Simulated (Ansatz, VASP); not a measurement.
**One calculation of W2I, two programs**

Contents of INCAR:

```
SYSTEM = W2I
PREC = Accurate
ENCUT = 600
EDIFF = 1E-6
ISMEAR = 0
SIGMA = 0.1
LREAL = .False.
LASPH = .True.
NELM = 60
ALGO = Normal
ISIF = 3
LWAVE = .False.
LCHARG = .False.
GGA = PE
IBRION = 2
NSW = 90
EDIFFG = -0.04
```

The input KPOINTS:

```
regular mesh
0
Gamma
  6 6 6
  0 0 0
```

File POSCAR:

```
W2I
1.0
   -1.6020719169      2.1401240734      4.0459064988
    1.6020719169     -2.1401240734      4.0459064988
    1.6020719169      2.1401240734     -4.0459064988
W I
2 1
Direct
    0.6711019651      0.6711019651      0.0000000000
    0.3288980349      0.3288980349      0.0000000000
    0.0000000000      0.0000000000      0.0000000000
```

Input for Ansatz:

```yaml
crystal:
  lattice:
    - [-1.6020719169, 2.1401240734, 4.0459064988]
    - [1.6020719169, -2.1401240734, 4.0459064988]
    - [1.6020719169, 2.1401240734, -4.0459064988]
  atoms:
    - { symbol: W, position: [0.6711019651, 0.6711019651, 0.0] }
    - { symbol: W, position: [0.3288980349, 0.3288980349, 0.0] }
    - { symbol: I, position: [0.0, 0.0, 0.0] }
basis:
  ecutwfc: 420
kpoints:
  mp_grid: { grid: [6, 6, 6] }
hamiltonian:
  xc: pbe
scf:
  occupations: { method: gaussian, width: 0.1 }
  lower_state_search: "off"
output:
  forces: true
  stress: true
  eigenvalues: true
relax:
  adjacent_minimum: "off"
  f_tol: 0.04
  max_steps: 70
  cell: { stress_tol: 0.4 }
```

Alike in both runs: task relaxation of cell and atoms; functional PBE; k mesh 6 × 6 × 6; occupations gaussian, width 0.1 eV; no spin polarisation.

```csv
,VASP,Ansatz
version,VASP 6.6.1,Ansatz 0.2.0
potentials or method,"VASP PAW PBE potentials, release 64 (W_sv, I), cutoff 600 eV","scalar-relativistic, plane waves, PAW"
valence electrons in the cell,35,45
```

Ansatz gave:

| Property | Result |
| --- | --- |
| gap on the k mesh at the Fermi level, each at its own relaxed structure (eV) | none |
| relaxed volume (Å³/atom) | 18.52 |
| relaxed length of the cell vector where the two differ most in proportion (Å) | 4.853 |

Question: What did VASP give for the same quantities?

Answer: gap on the k mesh at the Fermi level, each at its own relaxed structure (eV): none; relaxed volume (Å³/atom): 18.53; relaxed length of the cell vector where the two differ most in proportion (Å): 4.854.

A gap of «none» marks a metal or a gap that the smearing closes. VASP's potentials hold 35 valence electrons a cell and Ansatz's 45, so a difference there can come from the potentials and not from the codes.

The k mesh is coarse, so the values compare programs but aren't converged. Spin-orbit coupling is off throughout.
